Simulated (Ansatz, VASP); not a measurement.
**W3N4 in VASP and in Ansatz**

```
W N
1.0
     4.12200    0.00000    0.00000
     0.00000    4.12200    0.00000
     0.00000    0.00000    4.12200
W N
3 4
Direct
  0.50000 0.50000 0.00000
  0.00000 0.50000 0.50000
  0.50000 0.00000 0.50000
  0.50000 0.50000 0.50000
  0.50000 0.00000 0.00000
  0.00000 0.50000 0.00000
  0.00000 0.00000 0.50000
```

Alike in both runs: task relaxation of cell and atoms; functional r2SCAN; k mesh 10 × 10 × 10; occupations gaussian, width 0.1 eV; no spin polarisation.

|  | VASP | Ansatz |
| --- | --- | --- |
| version | VASP 6.6.1 | Ansatz 0.2.0 |
| potentials or method | VASP PAW PBE potentials, release 64 (W_sv, N), cutoff 600 eV | scalar-relativistic, plane waves, PAW |
| valence electrons in the cell | 62 | 62 |

```csv
,VASP,Ansatz,Ansatz less VASP
"gap on the k mesh at the Fermi level, each at its own relaxed structure (eV)",none,none,-
relaxed volume (Å³/atom),10.62,10.54,-0.074
relaxed length of the cell vector where the two differ most in proportion (Å),4.204,4.194,-0.0098
```

VASP's potentials were made for PBE, not for r2SCAN. A gap of «none» marks a metal or a gap that the smearing closes.

Neither program's run includes spin-orbit coupling.
